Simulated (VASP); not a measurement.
# Si3BTe2 (P4/mmm) in VASP: notebook

Si3BTe2 is run at these levels: PBE; tasks: single point, relaxation of cell and atoms.

Everything below comes from runs of VASP 6.6.1. Logs are shortened: lines on timing, memory, paths and dates and some standing lists are left out, and cuts for length are marked.

### Step 1. The cell of the first run

Symmetry: P4/mmm, No. 123, tetragonal system. The conventional cell has a = 3.618 Å, b = 3.618 Å, c = 11.570 Å, α = 90.00°, β = 90.00°, γ = 90.00°. Si (site symmetry 4mm) has 2 Te at 2.79 to 2.99 Å and 8 Si at 3.62 to 3.94 Å and 4 B at 3.79 Å within 4.0 Å. Si (site symmetry 4/mmm) has 4 Te at 2.56 Å within 3.4 Å. B (site symmetry 4/mmm) has 4 Te at 2.56 Å within 3.4 Å. Within 3.4 Å of Te (site symmetry 4/mmm) lie 6 Si at 2.56 to 2.99 Å. Te (site symmetry 4/mmm) has 4 B at 2.56 Å and 2 Si at 2.79 Å within 3.4 Å.

The cell was generated, and may not be a known phase.

### Step 2. Single point, PBE

INCAR

```
SYSTEM = Si3BTe2
PREC = Accurate ; ENCUT = 520
EDIFF = 1E-6 ; ISMEAR = 0
SIGMA = 0.1 ; LREAL = .FALSE.
LASPH = .TRUE. ; NELM = 80
ALGO = Normal ; ISIF = 2
LWAVE = .FALSE. ; LCHARG = .TRUE.
GGA = PE ; LELF = .TRUE.
LVHAR = .TRUE. ; NBANDS = 22
```

KPOINTS

```
Automatic mesh
0
G
  6 6 2
  0 0 0
```

POSCAR

```
Si3BTe2
1.0
    3.6180024001      0.0000000000      0.0000000000
    0.0000000000      3.6180024001      0.0000000000
    0.0000000000      0.0000000000     11.5695326145
Si B Te
3 1 2
Direct
    0.5000000000      0.5000000000      0.7587815846
    0.5000000000      0.5000000000      0.2412184154
    0.0000000000      0.0000000000      0.5000000000
    0.0000000000      0.0000000000      0.0000000000
    0.5000000000      0.5000000000      0.5000000000
    0.5000000000      0.5000000000      0.0000000000
```

Potentials or basis: VASP PAW PBE potentials, release 64 (Si, B, Te).

Started as:

```console
$ cat potpaw_PBE.64/Si/POTCAR potpaw_PBE.64/B/POTCAR potpaw_PBE.64/Te/POTCAR > POTCAR
$ mpirun -np 1 vasp_std > vasp.out
```

OUTCAR:

```text
SYSTEM = Si3BTe2
   PREC = Accurate
   ENCUT = 520
   EDIFF = 1E-6
   ISMEAR = 0
   LREAL = .FALSE.
   LASPH = .TRUE.
   NELM = 80
   ISIF = 2
   GGA = PE

 ion  position               nearest neighbor table
   1  0.500  0.500  0.759-   6 2.79   5 2.99
   2  0.500  0.500  0.241-   6 2.79   5 2.99
   3  0.000  0.000  0.500-   5 2.56   5 2.56   5 2.56   5 2.56
   4  0.000  0.000  0.000-   6 2.56   6 2.56   6 2.56   6 2.56
   5  0.500  0.500  0.500-   3 2.56   3 2.56   3 2.56   3 2.56   1 2.99   2 2.99
   6  0.500  0.500  0.000-   4 2.56   4 2.56   4 2.56   4 2.56   1 2.79   2 2.79

  LATTYP: Found a simple tetragonal cell.
 ALAT       =     3.6180024001
 C/A-ratio  =     3.1977680872

  Lattice vectors:

 A1 = (   3.6180024001,   0.0000000000,   0.0000000000)
 A2 = (   0.0000000000,   3.6180024001,   0.0000000000)
 A3 = (   0.0000000000,   0.0000000000,  11.5695326145)

Analysis of symmetry for initial positions (statically):
=====================================================================
 Subroutine PRICEL returns:
 Original cell was already a primitive cell.

 Routine SETGRP: Setting up the symmetry group for a
 simple tetragonal supercell.

 Subroutine GETGRP returns: Found 16 space group operations
 (whereof 16 operations were pure point group operations)
 out of a pool of 16 trial point group operations.

The static configuration has the point symmetry D_4h.

Analysis of symmetry for dynamics (positions and initial velocities):
=====================================================================
 Subroutine PRICEL returns:
 Original cell was already a primitive cell.

 Routine SETGRP: Setting up the symmetry group for a
 simple tetragonal supercell.

 Subroutine GETGRP returns: Found 16 space group operations
 (whereof 16 operations were pure point group operations)
 out of a pool of 16 trial point group operations.

The dynamic configuration has the point symmetry D_4h.

 Subroutine INISYM returns: Found 16 space group operations
 (whereof 16 operations are pure point group operations),
 and found     1 'primitive' translations

----------------------------------------------------------------------------------------

                                     Primitive cell

  volume of cell :     151.4445

  direct lattice vectors                    reciprocal lattice vectors
     3.618002400  0.000000000  0.000000000     0.276395615  0.000000000  0.000000000
[... 92 lines left out ...]
   NSW    =      0    number of steps for IOM
   IBRION =     -1    ionic relax: 0-MD 1-quasi-New 2-CG
   NFREE  =      0    steps in history (QN), initial steepest desc. (CG)
   ISIF   =      2    stress and relaxation
   ISYM   =      2    0-nonsym 1-usesym 2-fastsym
   POTIM  = 0.5000    time-step for ionic-motion
   TEBEG  =    0.0;   TEEND  =   0.0 temperature during run
   PSTRESS=    0.0 pullay stress
   NELECT =      27.0000    total number of electrons
   NUPDOWN=      -1.0000    fix difference up-down
   EMIN   =  10.00;   EMAX   =-10.00  energy-range for DOS
   EFERMI =   0.00;   METHOD = LEGACY
   ISMEAR =     0;   SIGMA  =   0.10  broadening in eV -4-tet -1-fermi 0-gaus
   EFERMI_NEDOS =   21; number of points for ismear=-14 and -15
   IALGO  =     38    algorithm
   IMIX   =      4    mixing-type and parameters
     AMIX     =   0.40;   BMIX     =  1.00
     AMIX_MAG =   1.60;   BMIX_MAG =  1.00
  volume/ion in A,a.u.               =      25.24       170.33
  Fermi-wavevector in a.u.,A,eV,Ry     =   0.921393  1.741180 11.550871  0.848965
  Thomas-Fermi vector in A             =   2.046804
   LORBIT       =      0    0 simple, 1 ext, 2 COOP (PROOUT), +10 PAW based schemes
   GGA     = PE    functional components
   LHFCALC =     F    Hartree Fock is set to
   AEXX    =    0.0000 exact exchange contribution
   IVDW    =     0    specifies the selected vdW correction
   LEPSILON=     F    determine dielectric tensor
   LRPA    =     F    only Hartree local field effects (RPA)
 non-spin polarized calculation
 Gauss-broadening in eV      SIGMA  =   0.10
  energy-cutoff  :      520.00
  volume of cell :      151.44
 maximum number of plane-waves:      4099
 NGX is ok and might be reduce to    28
   NGX = 13   NGY = 13   NGZ = 43

 number of electron      26.9999998 magnetization

 Free energy of the ion-electron system (eV)
  ---------------------------------------------------
  ext. energy  EPLUGINS =         0.00000000
  ---------------------------------------------------
  free energy    TOTEN  =       -20.68156572 eV

  energy without entropy =      -20.64157953  energy(sigma->0) =      -20.66157263

 E-fermi :   5.2335     XC(G=0):  -9.0973

 val. band max:        5.2281109170   @ k =   0.5000   0.3333   0.5000
 cond. band min:       5.2358423209   @ k =   0.3333   0.1667   0.5000
 fundamental gap:      0.0077314040
 Fermi energy:         5.2335439461

 k-point     1 :       0.0000    0.0000    0.0000
  band No.  band energies     occupation
      1      -9.5284      2.00000
      2      -8.3271      2.00000
      3      -3.3469      2.00000
      4      -1.9188      2.00000
      5      -0.6392      2.00000
      6       1.3651      2.00000
[... 489 lines left out ...]
     21       8.9039      0.00000
     22       9.6900      0.00000

------------------------ aborting loop because EDIFF is reached ----------------------------------------

  FORCE on cell =-STRESS in cart. coord.  units (eV):
  Direction    XX          YY          ZZ          XY          YZ          ZX
  --------------------------------------------------------------------------------------
  -------------------------------------------------------------------------------------
  Total       -0.0790823     -0.0790823     -0.0332551      0.0000000      0.0000000      0.0000000
  in kB       -0.8366357     -0.8366357     -0.3518157      0.0000000      0.0000000      0.0000000
  external PRESSURE =      -0.6750290 kB  Pullay stress =       0.0000000 kB

 VOLUME and BASIS-vectors are now :
 -----------------------------------------------------------------------------
  energy-cutoff  :      520.00
  volume of cell :      151.44
      direct lattice vectors                 reciprocal lattice vectors
     3.618002400  0.000000000  0.000000000     0.276395615  0.000000000  0.000000000
     0.000000000  3.618002400  0.000000000     0.000000000  0.276395615  0.000000000
     0.000000000  0.000000000 11.569532614     0.000000000  0.000000000  0.086433915

 POSITION                                       TOTAL-FORCE (eV/Angst)
 -----------------------------------------------------------------------------------
      1.80900      1.80900      8.77875         0.000000      0.000000      0.031998
      1.80900      1.80900      2.79078         0.000000     -0.000000     -0.031998
      0.00000      0.00000      5.78477         0.000000     -0.000000      0.000000
      0.00000      0.00000      0.00000         0.000000     -0.000000      0.000000
      1.80900      1.80900      5.78477         0.000000     -0.000000      0.000000
      1.80900      1.80900      0.00000         0.000000     -0.000000      0.000000
 -----------------------------------------------------------------------------------
    total drift:                               -0.000000      0.000000     -0.000000

  FREE ENERGIE OF THE ION-ELECTRON SYSTEM (eV)
  ---------------------------------------------------
  free  energy   TOTEN  =       -20.6815657234 eV

  energy  without entropy=      -20.6415795313  energy(sigma->0) =      -20.66157263
```

stdout:

```text
POSCAR found type information on POSCAR SiB Te
 POSCAR found :  3 types and       6 ions
 scaLAPACK will be used
 LDA part: xc-table for (Slater+PW92), standard interpolation
 POSCAR, INCAR and KPOINTS ok, starting setup
 FFT: planning ... GRIDC
 FFT: planning ... GRID_SOFT
 FFT: planning ... GRID
 WAVECAR not read
 entering main loop
```

Wall time 52 s (1 thread of Intel Xeon 6975P-C (Granite Rapids), shared host); peak memory 0.25 GiB.

Results:

```
Free energy            : -20.6816 eV
Pressure               : -0.1 GPa
Largest force          : 0.032 eV/Å
Band gap on the k mesh : zero (an odd number of electrons rules out a gap without spin polarisation)
```

Forces in eV/Å, atoms in the order of the input:
```
Si   0.000  0.000  0.032
Si   0.000  0.000 -0.032
Si   0.000  0.000  0.000
B    0.000  0.000  0.000
Te   0.000  0.000  0.000
Te   0.000  0.000  0.000
```

Levels at points of the mesh, in eV from the Fermi level:
```
           k point  band 10  band 11  band 12  band 13  band 14  band 15  band 16  band 17
(0.00, 0.00, 0.00)    -2.81    -2.68    -2.33    -0.08     1.87     1.93     2.25     2.25
(0.50, 0.00, 0.00)    -1.54    -0.94    -0.81    -0.30     0.24     0.31     0.57     1.50
(0.50, 0.50, 0.00)    -4.99    -3.72    -1.17    -1.17    -0.46    -0.46    -0.03     0.16
(0.00, 0.00, 0.50)    -2.81    -2.81    -2.56     1.42     1.43     1.93     2.44     2.44
(0.50, 0.00, 0.50)    -2.34    -1.78    -0.30     0.14     0.31     0.57     0.70     1.47
(0.50, 0.50, 0.50)    -5.49    -2.05    -1.99    -0.88    -0.88    -0.83    -0.83     0.03
```

Caveat: spin-orbit coupling is left out, which moves the levels of the heavy elements; an odd number of electrons without spin polarisation forces a metal; a magnetic or distorted state may lie lower.

### Step 3. Relaxation of cell and atoms, PBE

This run uses another cell than the first one, of 22.72 Å³/atom.

INCAR

```
PREC = Accurate
ENCUT = 600
EDIFF = 1E-6
ISMEAR = 0
SIGMA = 0.1
LREAL = False
LASPH = True
NELM = 60
ALGO = Normal
ISIF = 3
LWAVE = False
LCHARG = False
GGA = PE
IBRION = 2
NSW = 90
EDIFFG = -0.04
```

KPOINTS

```
regular mesh
0
Gamma
  4 4 2
```

POSCAR

```
Si3BTe2
1.0
    4.0802221500      0.0000000000      0.0000000000
    0.0000000000      4.0802221500      0.0000000000
    0.0000000000      0.0000000000      8.1891622200
Si B Te
3 1 2
Direct
    0.5000000000      0.5000000000      0.7713942600
    0.5000000000      0.5000000000      0.2286057400
    0.0000000000      0.0000000000      0.5000000000
    0.0000000000      0.0000000000      0.0000000000
    0.5000000000      0.5000000000      0.5000000000
    0.5000000000      0.5000000000      0.0000000000
```

Potentials or basis: VASP PAW PBE potentials, release 64 (Si, B, Te).

Started as:

```console
$ cat potpaw_PBE.64/Si/POTCAR potpaw_PBE.64/B/POTCAR potpaw_PBE.64/Te/POTCAR > POTCAR
$ mpirun -np 1 vasp_std > vasp.out
```

Wall time 12 min (1 thread of Intel Xeon 6975P-C (Granite Rapids), shared host); peak memory 0.32 GiB.

It converged, with:

```yaml
Free_energy: -20.5441 eV
Relaxed_volume: 25.62 Å³/atom
Relaxed_cell: a = 3.738 Å, b = 3.738 Å, c = 11.003 Å, α = 90.00°, β = 90.00°, γ = 90.00°
Space_group_after_relaxing_to_0.1_Å: P4/mmm (No. 123)
Pressure_after_relaxing: 0.0 GPa
Largest_force_after_relaxing: 0.019 eV/Å
Band_gap_on_the_k_mesh: zero (an odd number of electrons rules out a gap without spin polarisation)
```

Forces on the atoms (eV/Å):
```
Si   0.000  0.000 -0.019
Si   0.000  0.000  0.019
Si   0.000  0.000  0.000
B    0.000  0.000  0.000
Te   0.000  0.000  0.000
Te   0.000  0.000  0.000
```

Stress tensor (GPa, compression positive):
```
-0.10  0.00  0.00
 0.00 -0.10  0.00
 0.00  0.00  0.08
```

Final structure:
```
Si B Te
1.0
     3.73763    0.00000    0.00000
     0.00000    3.73763    0.00000
     0.00000    0.00000   11.00275
Si B Te
3 1 2
Direct
  0.50000 0.50000 0.75833
  0.50000 0.50000 0.24167
  0.00000 0.00000 0.50000
  0.00000 0.00000 0.00000
  0.50000 0.50000 0.50000
  0.50000 0.50000 0.00000
```

Levels at points of the mesh, in eV from the Fermi level:
```tsv
k point	band 11	band 12	band 13	band 14	band 15	band 16
(0.00, 0.00, 0.00)	-2.51	-1.27	0.58	1.77	1.83	1.83
(0.50, 0.00, 0.00)	-0.51	-0.47	0.01	0.44	0.44	0.89
(0.50, 0.50, 0.00)	-4.13	-1.18	-1.18	-0.20	-0.20	0.08
(0.00, 0.00, 0.50)	-2.52	-2.52	1.55	1.63	2.11	2.11
(0.50, 0.00, 0.50)	-1.72	-0.49	0.44	0.66	0.89	1.20
(0.50, 0.50, 0.50)	-1.95	-1.89	-0.79	-0.79	-0.73	-0.73
```

Caveat: the k points lie up to 0.42 Å⁻¹ apart in the final cell, too coarse for converged energies and pressures of a metal; the highest band is partly filled, so the run has too few bands; a cell axis changed by over 15 % at a fixed basis, so the end point is rough; spin-orbit coupling is left out, which moves the levels of the heavy elements; an odd number of electrons without spin polarisation forces a metal; a magnetic or distorted state may lie lower.

(Part 1 of 2 ends here.)

The gap in the log of VASP goes by the Fermi energy; the results here count the filled bands.